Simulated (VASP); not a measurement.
# ScB4 (P4/mmm) in VASP: further runs

Runs on ScB4. Level: PBE. Tasks: single point, relaxation of cell and atoms.

Everything below comes from runs of VASP 6.6.1. Logs are shortened: lines on timing, memory, paths and dates and some standing lists are left out, and cuts for length are marked.

**1. The cell of the first run**

The structure is tetragonal, space group P4/mmm (No. 123). The conventional cell has a = 3.366 Å, b = 3.366 Å, c = 4.148 Å, α = 90.00°, β = 90.00°, γ = 90.00°. Within 3.1 Å of Sc (site symmetry 4/mmm) lie 12 B at 2.38 to 2.67 Å. Within 2.2 Å of B (site symmetry mmm) lie 2 B at 1.68 Å. Within 2.2 Å of B (site symmetry 4/mmm) lie 6 B at 1.68 to 2.07 Å. B (site symmetry 4/mmm) has 10 B at 2.07 to 2.67 Å and 4 Sc at 2.38 Å within 2.7 Å.

**2. Single point, PBE**

Contents of INCAR:

```
ALGO = Normal
EDIFF = 1E-6
ENCUT = 520
GGA = PE
ISIF = 2
ISMEAR = 0
LASPH = True
LCHARG = False
LREAL = False
LWAVE = False
NBANDS = 20
NELM = 60
PREC = Accurate
SIGMA = 0.1
```

Contents of KPOINTS:

```
k-points
0
Gamma
  6 6 4
```

Contents of POSCAR:

```
ScB4
1.0
    3.3662634100      0.0000000000      0.0000000000
    0.0000000000      3.3662634100      0.0000000000
    0.0000000000      0.0000000000      4.1476541300
Sc B
1 4
Direct
    0.0000000000      0.0000000000      0.5000000000
    0.5000000000      0.0000000000      0.0000000000
    0.0000000000      0.5000000000      0.0000000000
    0.5000000000      0.5000000000      0.0000000000
    0.5000000000      0.5000000000      0.5000000000
```

Potentials or basis: VASP PAW PBE potentials, release 64 (Sc_sv, B).

Launch:

```bash
$ cat potpaw_PBE.64/Sc_sv/POTCAR potpaw_PBE.64/B/POTCAR > POTCAR
$ mpirun -np 1 vasp_std > vasp.out
```

OUTCAR:

```text
EDIFF = 1E-6
   ENCUT = 520
   GGA = PE
   ISIF = 2
   ISMEAR = 0
   LASPH = True
   LREAL = False
   NELM = 60
   PREC = Accurate

 ion  position               nearest neighbor table
   1  0.000  0.000  0.500-   5 2.38   5 2.38   5 2.38   5 2.38   3 2.67   3 2.67   3 2.67   3 2.67
                             2 2.67   2 2.67   2 2.67   2 2.67
   2  0.500  0.000  0.000-   4 1.68   4 1.68   1 2.67   1 2.67   1 2.67   1 2.67
   3  0.000  0.500  0.000-   4 1.68   4 1.68   1 2.67   1 2.67   1 2.67   1 2.67
   4  0.500  0.500  0.000-   2 1.68   3 1.68   2 1.68   3 1.68   5 2.07   5 2.07
   5  0.500  0.500  0.500-   4 2.07   4 2.07   1 2.38   1 2.38   1 2.38   1 2.38

  LATTYP: Found a simple tetragonal cell.
 ALAT       =     3.3662634100
 C/A-ratio  =     1.2321240571

  Lattice vectors:

 A1 = (   3.3662634100,   0.0000000000,   0.0000000000)
 A2 = (   0.0000000000,   3.3662634100,   0.0000000000)
 A3 = (   0.0000000000,   0.0000000000,   4.1476541300)

Analysis of symmetry for initial positions (statically):
=====================================================================
 Subroutine PRICEL returns:
 Original cell was already a primitive cell.

 Routine SETGRP: Setting up the symmetry group for a
 simple tetragonal supercell.

 Subroutine GETGRP returns: Found 16 space group operations
 (whereof 16 operations were pure point group operations)
 out of a pool of 16 trial point group operations.

The static configuration has the point symmetry D_4h.

Analysis of symmetry for dynamics (positions and initial velocities):
=====================================================================
 Subroutine PRICEL returns:
 Original cell was already a primitive cell.

 Routine SETGRP: Setting up the symmetry group for a
 simple tetragonal supercell.

 Subroutine GETGRP returns: Found 16 space group operations
 (whereof 16 operations were pure point group operations)
 out of a pool of 16 trial point group operations.

The dynamic configuration has the point symmetry D_4h.

 Subroutine INISYM returns: Found 16 space group operations
 (whereof 16 operations are pure point group operations),
 and found     1 'primitive' translations

----------------------------------------------------------------------------------------

                                     Primitive cell

  volume of cell :      47.0001

  direct lattice vectors                    reciprocal lattice vectors
     3.366263410  0.000000000  0.000000000     0.297065285  0.000000000  0.000000000
     0.000000000  3.366263410  0.000000000     0.000000000  0.297065285  0.000000000
     0.000000000  0.000000000  4.147654130     0.000000000  0.000000000  0.241100142

  length of vectors
     3.366263410  3.366263410  4.147654130     0.297065285  0.297065285  0.241100142

  position of ions in fractional coordinates (direct lattice)
     0.000000000  0.000000000  0.500000000
     0.500000000  0.000000000  0.000000000
     0.000000000  0.500000000  0.000000000
     0.500000000  0.500000000  0.000000000
     0.500000000  0.500000000  0.500000000

  ion indices of the primitive-cell ions
   primitive index   ion index
                 1           1
                 2           2
                 3           3
                 4           4
                 5           5

----------------------------------------------------------------------------------------

 KPOINTS: k-points

Automatic generation of k-mesh.
 Grid dimensions read from file:
 generate k-points for:    6    6    4

 Generating k-lattice:

  Cartesian coordinates                     Fractional coordinates (reciprocal lattice)
     0.049510881  0.000000000  0.000000000     0.166666667  0.000000000  0.000000000
     0.000000000  0.049510881  0.000000000     0.000000000  0.166666667  0.000000000
     0.000000000  0.000000000  0.060275036     0.000000000  0.000000000  0.250000000

  Length of vectors
     0.049510881  0.049510881  0.060275036

  Shift w.r.t. Gamma in fractional coordinates (k-lattice)
     0.000000000  0.000000000  0.000000000

 Subroutine IBZKPT returns following result:
 ===========================================

 Found     30 irreducible k-points:

 Following reciprocal coordinates:
            Coordinates               Weight
  0.000000  0.000000  0.000000      1.000000
  0.166667  0.000000  0.000000      4.000000
  0.333333  0.000000  0.000000      4.000000
  0.500000  0.000000  0.000000      2.000000
  0.166667  0.166667  0.000000      4.000000
  0.333333  0.166667  0.000000      8.000000
[... 16 lines left out ...]
  0.333333  0.000000  0.500000      4.000000
  0.500000  0.000000  0.500000      2.000000
 [... further k-points ...]
   k-points           NKPTS =     30   k-points in BZ     NKDIM =     30   number of bands    NBANDS=     20
   number of dos      NEDOS =    301   number of ions     NIONS =      5
   total plane-waves  NPLWV =  25088
   dimension x,y,z NGX =    28 NGY =   28 NGZ =   32
   dimension x,y,z NGXF=    56 NGYF=   56 NGZF=   64
   ions per type =               1   4
   NGX,Y,Z   is equivalent  to a cutoff of  13.83, 13.83, 12.83 a.u.
   NGXF,Y,Z  is equivalent  to a cutoff of  27.66, 27.66, 25.65 a.u.
 SYSTEM =  unknown system
   PREC   = accura    normal or accurate (medium, high low for compatibility)
   ISTART =      0    job   : 0-new  1-cont  2-samecut
   ICHARG =      2    charge: 1-file 2-atom 10-const
   ISPIN  =      1    spin polarized calculation?
   LNONCOLLINEAR =      F non collinear calculations
   LSORBIT =      F    spin-orbit coupling
   LASPH  =      T    aspherical Exc in radial PAW
   ENCUT  =  520.0 eV  38.22 Ry    6.18 a.u.   6.26  6.26  7.71*2*pi/ulx,y,z
   NELM   =     60;   NELMIN=  2; NELMDL= -5     # of ELM steps
   EDIFF  = 0.1E-05   stopping-criterion for ELM
   LREAL  =      F    real-space projection
[... 7 lines left out ...]
   TEBEG  =    0.0;   TEEND  =   0.0 temperature during run
   PSTRESS=    0.0 pullay stress
   NELECT =      23.0000    total number of electrons
   NUPDOWN=      -1.0000    fix difference up-down
   EMIN   =  10.00;   EMAX   =-10.00  energy-range for DOS
   EFERMI =   0.00;   METHOD = LEGACY
   ISMEAR =     0;   SIGMA  =   0.10  broadening in eV -4-tet -1-fermi 0-gaus
   EFERMI_NEDOS =   21; number of points for ismear=-14 and -15
   IALGO  =     38    algorithm
   IMIX   =      4    mixing-type and parameters
     AMIX     =   0.40;   BMIX     =  1.00
     AMIX_MAG =   1.60;   BMIX_MAG =  1.00
  volume/ion in A,a.u.               =       9.40        63.43
  Fermi-wavevector in a.u.,A,eV,Ry     =   1.290084  2.437905 22.644391  1.664316
  Thomas-Fermi vector in A             =   2.421937
   LORBIT       =      0    0 simple, 1 ext, 2 COOP (PROOUT), +10 PAW based schemes
   GGA     = PE    functional components
   LHFCALC =     F    Hartree Fock is set to
   AEXX    =    0.0000 exact exchange contribution
   IVDW    =     0    specifies the selected vdW correction
   LEPSILON=     F    determine dielectric tensor
   LRPA    =     F    only Hartree local field effects (RPA)
 non-spin polarized calculation
 Gauss-broadening in eV      SIGMA  =   0.10
  energy-cutoff  :      520.00
  volume of cell :       47.00
 maximum number of plane-waves:      1304
 NGX is ok and might be reduce to    28
   NGX = 13   NGY = 13   NGZ = 15

 number of electron      22.9999999 magnetization

 Free energy of the ion-electron system (eV)
  ---------------------------------------------------
  ext. energy  EPLUGINS =         0.00000000
  ---------------------------------------------------
  free energy    TOTEN  =       -29.06567087 eV

  energy without entropy =      -29.05750757  energy(sigma->0) =      -29.06158922

 E-fermi :   6.6067     XC(G=0): -11.7127

 val. band max:        6.5998378869   @ k =   0.3333   0.0000   0.5000
 cond. band min:       6.6563725505   @ k =   0.3333   0.0000   0.0000
 fundamental gap:      0.0565346635
 Fermi energy:         6.6067238292

 k-point     1 :       0.0000    0.0000    0.0000
  band No.  band energies     occupation
      1     -42.1152      2.00000
      2     -21.0090      2.00000
      3     -20.6640      2.00000
      4     -20.6640      2.00000
      5      -7.6282      2.00000
      6      -0.0575      2.00000
[... 12 lines left out ...]
     19      10.9802      0.00000
     20      10.9802      0.00000

 k-point     2 :       0.1667    0.0000    0.0000
  band No.  band energies     occupation
      1     -42.1112      2.00000
      2     -21.0021      2.00000
      3     -20.7193      2.00000
      4     -20.6570      2.00000
      5      -7.3442      2.00000
      6      -0.9549      2.00000
[... 12 lines left out ...]
     19      11.0155      0.00000
     20      11.1274      0.00000

 k-point     3 :       0.3333    0.0000    0.0000
  band No.  band energies     occupation
      1     -42.1030      2.00000
      2     -20.9883      2.00000
      3     -20.8280      2.00000
      4     -20.6429      2.00000
      5      -6.5628      2.00000
      6      -2.8407      2.00000
[... 12 lines left out ...]
     19      12.5725      0.00000
     20      12.5772      0.00000

 k-point     4 :       0.5000    0.0000    0.0000
  band No.  band energies     occupation
      1     -42.0989      2.00000
      2     -20.9814      2.00000
      3     -20.8814      2.00000
      4     -20.6358      2.00000
      5      -5.8425      2.00000
      6      -3.9721      2.00000
[... 12 lines left out ...]
     19      13.1868      0.00000
     20      13.3077      0.00000

 k-point     5 :       0.1667    0.1667    0.0000
  band No.  band energies     occupation
      1     -42.1071      2.00000
      2     -20.9955      2.00000
      3     -20.7140      2.00000
      4     -20.7095      2.00000
      5      -7.0708      2.00000
      6      -0.7918      2.00000
[... 12 lines left out ...]
     19      11.1815      0.00000
     20      11.5051      0.00000
[... 353 lines left out ...]
      6      -3.3236      2.00000
[... 12 lines left out ...]
     19      11.6267      0.00000
     20      12.6976      0.00000

 k-point    22 :       0.1667    0.0000    0.5000
  band No.  band energies     occupation
      1     -42.1099      2.00000
      2     -21.0410      2.00000
      3     -20.7149      2.00000
      4     -20.6536      2.00000
      5      -6.6546      2.00000
      6      -2.9776      2.00000
[... 12 lines left out ...]
     19      11.7945      0.00000
     20      12.3757      0.00000

 k-point    23 :       0.3333    0.0000    0.5000
  band No.  band energies     occupation
      1     -42.1018      2.00000
      2     -21.0246      2.00000
      3     -20.8219      2.00000
      4     -20.6399      2.00000
      5      -6.1003      2.00000
      6      -2.3899      2.00000
[... 12 lines left out ...]
     19      12.0568      0.00000
     20      12.3720      0.00000

 k-point    24 :       0.5000    0.0000    0.5000
  band No.  band energies     occupation
      1     -42.0977      2.00000
      2     -21.0163      2.00000
      3     -20.8745      2.00000
      4     -20.6330      2.00000
      5      -5.6489      2.00000
      6      -3.2636      2.00000
[... 12 lines left out ...]
     19      11.9855      0.00000
     20      12.1690      0.00000

 [... further k-points ...]
[... 5 lines left out ...]
  --------------------------------------------------------------------------------------
  -------------------------------------------------------------------------------------
  Total        0.1718140      0.1718140      2.2136151      0.0000000     -0.0000000      0.0000000
  in kB        5.8569363      5.8569363     75.4595073      0.0000000     -0.0000000      0.0000000
  external PRESSURE =      29.0577933 kB  Pullay stress =       0.0000000 kB

 VOLUME and BASIS-vectors are now :
 -----------------------------------------------------------------------------
  energy-cutoff  :      520.00
  volume of cell :       47.00
      direct lattice vectors                 reciprocal lattice vectors
     3.366263410  0.000000000  0.000000000     0.297065285  0.000000000  0.000000000
     0.000000000  3.366263410  0.000000000     0.000000000  0.297065285  0.000000000
     0.000000000  0.000000000  4.147654130     0.000000000  0.000000000  0.241100142

 POSITION                                       TOTAL-FORCE (eV/Angst)
 -----------------------------------------------------------------------------------
      0.00000      0.00000      2.07383         0.000000      0.000000      0.000000
      1.68313      0.00000      0.00000         0.000000      0.000000      0.000000
      0.00000      1.68313      0.00000         0.000000      0.000000      0.000000
      1.68313      1.68313      0.00000         0.000000      0.000000      0.000000
      1.68313      1.68313      2.07383         0.000000      0.000000      0.000000
 -----------------------------------------------------------------------------------
    total drift:                               -0.000000      0.000000      0.000000

  FREE ENERGIE OF THE ION-ELECTRON SYSTEM (eV)
  ---------------------------------------------------
  free  energy   TOTEN  =       -29.0656708669 eV

  energy  without entropy=      -29.0575075672  energy(sigma->0) =      -29.06158922
```

Wall time 25 s (1 thread of Intel Xeon Platinum 8259CL at 2.50GHz (Skylake/Cascade Lake), shared host); peak memory 0.17 GiB.

What came out:

```
Free energy : -29.0657 eV
Pressure    : 2.9 GPa
```

Stress tensor (GPa, compression positive):
```
0.59 0.00 0.00
0.00 0.59 0.00
0.00 0.00 7.55
```

Caveat: the k points lie up to 0.38 Å⁻¹ apart.

**3. Single point, PBE**

This run uses another cell than the first one, of 9.75 Å³/atom, 1.038 times its volume.

Contents of INCAR:

```
SYSTEM = ScB4
  PREC = Accurate
  ENCUT = 520
  EDIFF = 1E-6
  ISMEAR = 0
  SIGMA = 0.1
  LREAL = .FALSE.
  LASPH = .TRUE.
  NELM = 60
  ALGO = Normal
  ISIF = 2
  LWAVE = .FALSE.
  LCHARG = .FALSE.
  GGA = PE
  NBANDS = 20
```

Contents of KPOINTS:

```
regular mesh
0
G
  6 6 4
  0 0 0
```

POSCAR, as its differences from that of step 2:

```diff
@@ -2,5 +2,5 @@
 1.0
-    3.3662634100      0.0000000000      0.0000000000
-    0.0000000000      3.3662634100      0.0000000000
-    0.0000000000      0.0000000000      4.1476541300
+    3.3364734772      0.0000000000      0.0000000000
+    0.0000000000      3.3364734772      0.0000000000
+    0.0000000000      0.0000000000      4.3814524304
 Sc B
```

Potentials or basis: VASP PAW PBE potentials, release 64 (Sc_sv, B).

Launch:

```bash
$ cat potpaw_PBE.64/Sc_sv/POTCAR potpaw_PBE.64/B/POTCAR > POTCAR
$ mpirun -np 1 vasp_std > vasp.out
```

It took 29 s on 1 thread of Intel Xeon Platinum 8259CL at 2.50GHz (Skylake/Cascade Lake), shared host; peak memory 0.18 GiB.

It converged, with:

* Free energy: -29.1317 eV
* Pressure: 0.1 GPa

Stress tensor (GPa, compression positive):
```
-0.05  0.00  0.00
 0.00 -0.05  0.00
 0.00  0.00  0.50
```

Levels at points of the mesh, in eV from the Fermi level:
```tsv
k point	band 7	band 8	band 9	band 10	band 11	band 12	band 13	band 14	band 15	band 16
(0.00, 0.00, 0.00)	-6.25	-6.25	-5.89	-2.06	1.24	2.60	2.63	2.63	2.73	2.73
(0.50, 0.00, 0.00)	-5.71	-5.35	-3.66	-2.50	-1.02	-0.24	0.80	1.00	1.95	3.07
(0.50, 0.50, 0.00)	-8.62	-5.74	-4.25	-3.29	-1.96	-1.96	0.42	0.42	4.33	4.62
(0.00, 0.00, 0.50)	-6.26	-6.26	-1.25	-0.76	-0.72	0.97	1.79	1.79	2.62	2.62
(0.50, 0.00, 0.50)	-7.44	-5.08	-4.73	-0.97	-0.13	0.38	0.82	1.71	1.81	2.60
(0.50, 0.50, 0.50)	-8.65	-7.06	-5.08	-2.85	-2.85	2.45	2.76	2.87	2.87	3.16
```

(Part 1 of 2 ends here.)
